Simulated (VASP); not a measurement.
# Os (I4/mmm) in VASP: a series of runs

The runs below take Os through single point, with r2SCAN.

All numbers are computed with VASP 6.6.1; they aren't measurements. Logs are shortened: lines on timing, memory, paths and dates and some standing lists are left out, and cuts for length are marked.

### Step 1. The cell of the first run

The structure is tetragonal, space group I4/mmm (No. 139). Conventional cell: a = 2.751 Å, b = 2.751 Å, c = 3.793 Å, α = 90.00°, β = 90.00°, γ = 90.00°. Within 3.6 Å of Os (site symmetry 4/mmm) lie 12 Os at 2.72 to 2.75 Å.

### Step 2. Single point, r2SCAN (strain -0.0250 x Voigt [1, 0, 0, 0, 0, 0])

POSCAR

```
Os
1.0
    0.0000000000      1.9450000000      1.9450000000
    1.8963750000      0.0000000000      1.9450000000
    1.8963750000      1.9450000000      0.0000000000
Os
1
Direct
    0.0000000000      0.0000000000      0.0000000000
```

INCAR.step1

```
PREC = Accurate
ENCUT = 520
ISMEAR = 0
SIGMA = 0.15
LREAL = False
LASPH = True
NELM = 80
NBANDS = 10
GGA = PE
ALGO = Normal
EDIFF = 1E-4
LWAVE = True
LCHARG = False
```

INCAR.step2

```
PREC = Accurate
ENCUT = 520
EDIFF = 1E-7
ISMEAR = 0
SIGMA = 0.15
LREAL = False
LASPH = True
NELM = 80
ALGO = Normal
ISIF = 2
LWAVE = False
LCHARG = False
METAGGA = R2SCAN
LMIXTAU = True
NBANDS = 10
ISTART = 1
```

KPOINTS

```
Automatic mesh
0
Gamma
  20 20 20
```

Potentials or basis: VASP PAW PBE potentials, release 64 (Os).

Run with:

```sh
$ cat potpaw_PBE.64/Os/POTCAR > POTCAR
$ cp INCAR.step1 INCAR
$ mpirun -np 1 vasp_std > vasp.out
$ cp INCAR.step2 INCAR
$ mpirun -np 1 vasp_std > vasp.out
```

OUTCAR:

```text
PREC = Accurate
   ENCUT = 520
   EDIFF = 1E-7
   ISMEAR = 0
   LREAL = False
   LASPH = True
   NELM = 80
   ISIF = 2
   METAGGA = R2SCAN
   ISTART = 1

 ion  position               nearest neighbor table
   1  0.000  0.000  0.000-

  LATTYP: Found a body centered tetragonal cell.
 ALAT       =     2.7506453788
 C/A-ratio  =     1.3788582233

  Lattice vectors:

 A1 = (  -1.8963750000,   0.0000000000,  -1.9450000000)
 A2 = (  -1.8963750000,   0.0000000000,   1.9450000000)
 A3 = (   1.8963750000,   1.9450000000,   0.0000000000)

Analysis of symmetry for initial positions (statically):
=====================================================================
 Subroutine PRICEL returns:
 Original cell was already a primitive cell.

 Routine SETGRP: Setting up the symmetry group for a
 body centered tetragonal supercell.

 Subroutine GETGRP returns: Found 16 space group operations
 (whereof 16 operations were pure point group operations)
 out of a pool of 16 trial point group operations.

The static configuration has the point symmetry D_4h.

Analysis of symmetry for dynamics (positions and initial velocities):
=====================================================================
 Subroutine PRICEL returns:
 Original cell was already a primitive cell.

 Routine SETGRP: Setting up the symmetry group for a
 body centered tetragonal supercell.

 Subroutine GETGRP returns: Found 16 space group operations
 (whereof 16 operations were pure point group operations)
 out of a pool of 16 trial point group operations.

The dynamic configuration has the point symmetry D_4h.

 Subroutine INISYM returns: Found 16 space group operations
 (whereof 16 operations are pure point group operations),
 and found     1 'primitive' translations

----------------------------------------------------------------------------------------

                                     Primitive cell

  volume of cell :      14.3481

  direct lattice vectors                    reciprocal lattice vectors
     0.000000000  1.945000000  1.945000000    -0.263660932  0.257069409  0.257069409
     1.896375000  0.000000000  1.945000000     0.263660932 -0.257069409  0.257069409
     1.896375000  1.945000000  0.000000000     0.263660932  0.257069409 -0.257069409

  length of vectors
     2.750645379  2.716479917  2.716479917     0.449095145  0.449095145  0.449095145

  position of ions in fractional coordinates (direct lattice)
     0.000000000  0.000000000  0.000000000

  ion indices of the primitive-cell ions
   primitive index   ion index
                 1           1

----------------------------------------------------------------------------------------

 KPOINTS: Automatic mesh

Automatic generation of k-mesh.
 Grid dimensions read from file:
 generate k-points for:   20   20   20

 Generating k-lattice:

  Cartesian coordinates                     Fractional coordinates (reciprocal lattice)
    -0.013183047  0.012853470  0.012853470     0.050000000 -0.000000000 -0.000000000
     0.013183047 -0.012853470  0.012853470     0.000000000  0.050000000  0.000000000
     0.013183047  0.012853470 -0.012853470     0.000000000  0.000000000  0.050000000

  Length of vectors
     0.022454757  0.022454757  0.022454757

  Shift w.r.t. Gamma in fractional coordinates (k-lattice)
     0.000000000  0.000000000  0.000000000

 Subroutine IBZKPT returns following result:
 ===========================================

 Found    641 irreducible k-points:

 Following reciprocal coordinates:
            Coordinates               Weight
  0.000000  0.000000  0.000000      1.000000
  0.050000 -0.000000 -0.000000      8.000000
  0.100000 -0.000000 -0.000000      8.000000
  0.150000 -0.000000 -0.000000      8.000000
  0.200000 -0.000000 -0.000000      8.000000
  0.250000 -0.000000 -0.000000      8.000000
[... 16 lines left out ...]
 -0.400000  0.050000  0.000000     16.000000
 -0.350000  0.050000  0.000000     16.000000
 [... further k-points ...]
   k-points           NKPTS =    641   k-points in BZ     NKDIM =    641   number of bands    NBANDS=     10
   number of dos      NEDOS =    301   number of ions     NIONS =      1
   total plane-waves  NPLWV =   8000
   dimension x,y,z NGX =    20 NGY =   20 NGZ =   20
   dimension x,y,z NGXF=    40 NGYF=   40 NGZF=   40
   ions per type =               1
   NGX,Y,Z   is equivalent  to a cutoff of  12.09, 12.24, 12.24 a.u.
   NGXF,Y,Z  is equivalent  to a cutoff of  24.18, 24.48, 24.48 a.u.
 SYSTEM =  unknown system
   PREC   = accura    normal or accurate (medium, high low for compatibility)
   ISTART =      1    job   : 0-new  1-cont  2-samecut
   ICHARG =      0    charge: 1-file 2-atom 10-const
   ISPIN  =      1    spin polarized calculation?
   LNONCOLLINEAR =      F non collinear calculations
   LSORBIT =      F    spin-orbit coupling
   LASPH  =      T    aspherical Exc in radial PAW
   ENCUT  =  520.0 eV  38.22 Ry    6.18 a.u.   5.11  5.05  5.05*2*pi/ulx,y,z
   NELM   =     80;   NELMIN=  2; NELMDL=  0     # of ELM steps
   EDIFF  = 0.1E-06   stopping-criterion for ELM
   LREAL  =      F    real-space projection
   EDIFFG = 0.1E-05   stopping-criterion for IOM
   NSW    =      0    number of steps for IOM
   IBRION =     -1    ionic relax: 0-MD 1-quasi-New 2-CG
   NFREE  =      0    steps in history (QN), initial steepest desc. (CG)
   ISIF   =      2    stress and relaxation
   ISYM   =      2    0-nonsym 1-usesym 2-fastsym
   POTIM  = 0.5000    time-step for ionic-motion
   TEBEG  =    0.0;   TEEND  =   0.0 temperature during run
   PSTRESS=    0.0 pullay stress
   NELECT =       8.0000    total number of electrons
   NUPDOWN=      -1.0000    fix difference up-down
   EMIN   =  10.00;   EMAX   =-10.00  energy-range for DOS
   EFERMI =   0.00;   METHOD = LEGACY
   ISMEAR =     0;   SIGMA  =   0.15  broadening in eV -4-tet -1-fermi 0-gaus
   EFERMI_NEDOS =   21; number of points for ismear=-14 and -15
   IALGO  =     38    algorithm
   IMIX   =      4    mixing-type and parameters
     AMIX     =   0.40;   BMIX     =  1.00
     AMIX_MAG =   1.60;   BMIX_MAG =  1.00
  volume/ion in A,a.u.               =      14.35        96.83
  Fermi-wavevector in a.u.,A,eV,Ry     =   1.347432  2.546278 24.702388  1.815574
  Thomas-Fermi vector in A             =   2.475184
   LORBIT       =      0    0 simple, 1 ext, 2 COOP (PROOUT), +10 PAW based schemes
   METAGGA = R2SCAN    functional components
   LHFCALC =     F    Hartree Fock is set to
   AEXX    =    0.0000 exact exchange contribution
   IVDW    =     0    specifies the selected vdW correction
   LEPSILON=     F    determine dielectric tensor
   LRPA    =     F    only Hartree local field effects (RPA)
 non-spin polarized calculation
 Gauss-broadening in eV      SIGMA  =   0.15
  energy-cutoff  :      520.00
  volume of cell :       14.35
 maximum number of plane-waves:       398
   NGX = 11   NGY = 11   NGZ = 11

 number of electron       8.0000000 magnetization

 Free energy of the ion-electron system (eV)
  ---------------------------------------------------
  ext. energy  EPLUGINS =         0.00000000
  ---------------------------------------------------
  free energy    TOTEN  =       -52.84340310 eV

  energy without entropy =      -52.83269513  energy(sigma->0) =      -52.83804912

 E-fermi :   8.7870     XC(G=0): -15.2194

 val. band max:        8.7799462560   @ k =   0.5000   0.3000   0.0000
 cond. band min:       8.7881858452   @ k =   0.2000  -0.0000  -0.0000
 fundamental gap:      0.0082395893
 Fermi energy:         8.7870093166

 k-point     1 :       0.0000    0.0000    0.0000
  band No.  band energies     occupation
      1      -2.3163      2.00000
      2       5.6384      2.00000
      3       5.6384      2.00000
      4       6.0154      2.00000
      5       8.5411      1.97957
      6       9.0186      0.02897
      7      23.7221      0.00000
      8      29.4240      0.00000
      9      29.4240      0.00000
     10      30.3384      0.00000

 k-point     2 :       0.0500   -0.0000   -0.0000
  band No.  band energies     occupation
      1      -2.1963      2.00000
      2       5.6039      2.00000
      3       5.6928      2.00000
      4       6.0305      2.00000
      5       8.5072      1.99165
      6       8.9739      0.07800
      7      23.9446      0.00000
      8      28.9827      0.00000
      9      29.6310      0.00000
     10      30.3414      0.00000

 k-point     3 :       0.1000   -0.0000   -0.0000
  band No.  band energies     occupation
      1      -1.8468      2.00000
      2       5.4570      2.00000
      3       5.8370      2.00000
      4       6.1294      2.00000
      5       8.4323      1.99917
      6       8.8638      0.46894
      7      24.5667      0.00000
      8      27.7773      0.00000
      9      30.2380      0.00000
     10      30.8653      0.00000

 k-point     4 :       0.1500   -0.0000   -0.0000
  band No.  band energies     occupation
      1      -1.3016      2.00000
      2       5.2311      2.00000
      3       6.0078      2.00000
      4       6.2975      2.00000
      5       8.3986      1.99975
      6       8.7622      1.18479
      7      25.3735      0.00000
      8      26.5043      0.00000
      9      31.2054      0.00000
     10      31.8273      0.00000

 k-point     5 :       0.2000   -0.0000   -0.0000
  band No.  band energies     occupation
      1      -0.6294      2.00000
      2       5.0477      2.00000
      3       6.1011      2.00000
      4       6.4251      2.00000
      5       8.5302      1.98452
      6       8.7882      0.99115
      7      24.8637      0.00000
      8      26.5996      0.00000
      9      32.4706      0.00000
     10      33.0959      0.00000

 k-point     6 :       0.2500   -0.0000   -0.0000
  band No.  band energies     occupation
      1       0.0493      2.00000
      2       5.0585      2.00000
      3       6.0495      2.00000
      4       6.4166      2.00000
      5       8.9044      0.26849
      6       9.0424      0.01604
      7      23.6248      0.00000
      8      26.9161      0.00000
      9      33.9068      0.00000
     10      34.3526      0.00000
[... 183 lines left out ...]
 k-point    21 :       0.5000    0.0500   -0.0000
  band No.  band energies     occupation
      1       1.0518      2.00000
      2       5.3260      2.00000
      3       5.8400      2.00000
      4       8.1339      2.00000
      5      11.1490      0.00000
      6      11.6323      0.00000
      7      17.9203      0.00000
      8      23.5060      0.00000
      9      29.6407      0.00000
     10      30.0711      0.00000

 k-point    22 :      -0.4500    0.0500    0.0000
  band No.  band energies     occupation
      1       1.0546      2.00000
      2       5.3499      2.00000
      3       5.8458      2.00000
      4       8.0226      2.00000
      5      10.9659      0.00000
      6      11.6962      0.00000
      7      18.0892      0.00000
      8      23.5655      0.00000
      9      29.5271      0.00000
     10      30.3845      0.00000

 k-point    23 :      -0.4000    0.0500    0.0000
  band No.  band energies     occupation
      1       1.0574      2.00000
      2       5.4492      2.00000
      3       5.9290      2.00000
      4       7.2994      2.00000
      5      10.5300      0.00000
      6      11.3907      0.00000
      7      19.1317      0.00000
      8      23.9808      0.00000
      9      29.9774      0.00000
     10      31.3514      0.00000

 k-point    24 :      -0.3500    0.0500    0.0000
  band No.  band energies     occupation
      1       1.0081      2.00000
      2       5.6086      2.00000
      3       6.0762      2.00000
      4       6.3385      2.00000
      5       9.9368      0.00000
      6      10.8556      0.00000
      7      20.5618      0.00000
      8      24.7889      0.00000
      9      30.9265      0.00000
     10      32.8428      0.00000

 [... further k-points ...]

------------------------ aborting loop because EDIFF is reached ----------------------------------------

  FORCE on cell =-STRESS in cart. coord.  units (eV):
  Direction    XX          YY          ZZ          XY          YZ          ZX
  --------------------------------------------------------------------------------------
  -------------------------------------------------------------------------------------
  Total       -0.1292232     -0.8600875     -0.8600875      0.0000000      0.0000000      0.0000000
  in kB      -14.4297116    -96.0416921    -96.0416921      0.0000000      0.0000000      0.0000000
  external PRESSURE =     -68.8376986 kB  Pullay stress =       0.0000000 kB

 VOLUME and BASIS-vectors are now :
 -----------------------------------------------------------------------------
  energy-cutoff  :      520.00
  volume of cell :       14.35
      direct lattice vectors                 reciprocal lattice vectors
     0.000000000  1.945000000  1.945000000    -0.263660932  0.257069409  0.257069409
     1.896375000  0.000000000  1.945000000     0.263660932 -0.257069409  0.257069409
     1.896375000  1.945000000  0.000000000     0.263660932  0.257069409 -0.257069409

 POSITION                                       TOTAL-FORCE (eV/Angst)
 -----------------------------------------------------------------------------------
      0.00000      0.00000      0.00000        -0.000000      0.000000      0.000000
 -----------------------------------------------------------------------------------
    total drift:                               -0.000000     -0.000000     -0.000000

  FREE ENERGIE OF THE ION-ELECTRON SYSTEM (eV)
  ---------------------------------------------------
  free  energy   TOTEN  =       -52.8434030978 eV

  energy  without entropy=      -52.8326951338  energy(sigma->0) =      -52.83804912
```

Wall time 4.4 min (1 thread of Oxide Virtual Turin-like, shared host); peak memory 0.18 GiB.

What came out:

* Free energy: -52.8434 eV
* Pressure: -6.9 GPa
* Band gap on the k mesh: zero (bands 4 and 5 overlap by 4.35 eV)

Stress tensor (GPa, compression positive):
```
-1.44  0.00  0.00
 0.00 -9.60  0.00
 0.00  0.00 -9.60
```

Caveat: the cell differs from its parent crystal (strain -0.0250 x Voigt [1, 0, 0, 0, 0, 0]); the stress differs along the axes, from -10 to -1 GPa; the PAW data sets were made with another functional, which shifts forces and pressure a little; spin-orbit coupling is left out, which moves the levels of the heavy elements.

### Step 3. Single point, r2SCAN (strain +0.0250 x Voigt [1, 0, 0, 0, 0, 0])

POSCAR

```
Os
1.0
    0.0000000000      1.9450000000      1.9450000000
    1.9936250000      0.0000000000      1.9450000000
    1.9936250000      1.9450000000      0.0000000000
Os
1
Direct
    0.0000000000      0.0000000000      0.0000000000
```

INCAR.step1

```
PREC = Accurate
ENCUT = 520
ISMEAR = 0
SIGMA = 0.15
LREAL = F
LASPH = T
NELM = 80
NBANDS = 10
GGA = PE
ALGO = Normal
EDIFF = 1E-4
LWAVE = T
LCHARG = F
```

INCAR.step2

```
PREC = Accurate
ENCUT = 520
EDIFF = 1E-7
ISMEAR = 0
SIGMA = 0.15
LREAL = F
LASPH = T
NELM = 80
ALGO = Normal
ISIF = 2
LWAVE = F
LCHARG = F
METAGGA = R2SCAN
LMIXTAU = T
NBANDS = 10
ISTART = 1
```

KPOINTS

```
regular mesh
0
Gamma
  20 20 20
```

Potentials or basis: VASP PAW PBE potentials, release 64 (Os).

Run with:

```sh
$ cat potpaw_PBE.64/Os/POTCAR > POTCAR
$ cp INCAR.step1 INCAR
$ mpirun -np 1 vasp_std > vasp.out
$ cp INCAR.step2 INCAR
$ mpirun -np 1 vasp_std > vasp.out
```

Wall time 4.8 min (1 thread of Oxide Virtual Turin-like, shared host); peak memory 0.19 GiB.

It converged, with:

```
Free energy            : -52.7709 eV
Pressure               : -24.2 GPa
Band gap on the k mesh : zero (bands 4 and 5 overlap by 3.83 eV)
```

Stress tensor (GPa, compression positive):
```
-28.68   0.00   0.00
  0.00 -21.99   0.00
  0.00   0.00 -21.99
```

Levels at points of the mesh, in eV from the Fermi level:
| k point | band 1 | band 2 | band 3 | band 4 | band 5 | band 6 | band 7 | band 8 | band 9 |
| --- | --- | --- | --- | --- | --- | --- | --- | --- | --- |
| (0.00, 0.00, 0.00) | -10.65 | -3.05 | -2.69 | -2.69 | -0.25 | 0.20 | 14.96 | 20.13 | 20.92 |
| (0.50, 0.00, 0.00) | -7.38 | -3.14 | -2.79 | -0.23 | 2.13 | 2.31 | 8.50 | 14.51 | 20.40 |
| (0.50, 0.50, 0.00) | -7.15 | -6.49 | 2.13 | 2.41 | 2.70 | 3.03 | 11.92 | 12.08 | 12.36 |
| (0.00, 0.50, 0.50) | -7.19 | -6.48 | 1.88 | 2.18 | 2.85 | 2.85 | 11.25 | 12.68 | 12.68 |

Caveat: the cell differs from its parent crystal (strain +0.0250 x Voigt [1, 0, 0, 0, 0, 0]); the stress differs along the axes, from -29 to -22 GPa; the PAW data sets were made with another functional, which shifts forces and pressure a little; spin-orbit coupling is left out, which moves the levels of the heavy elements.
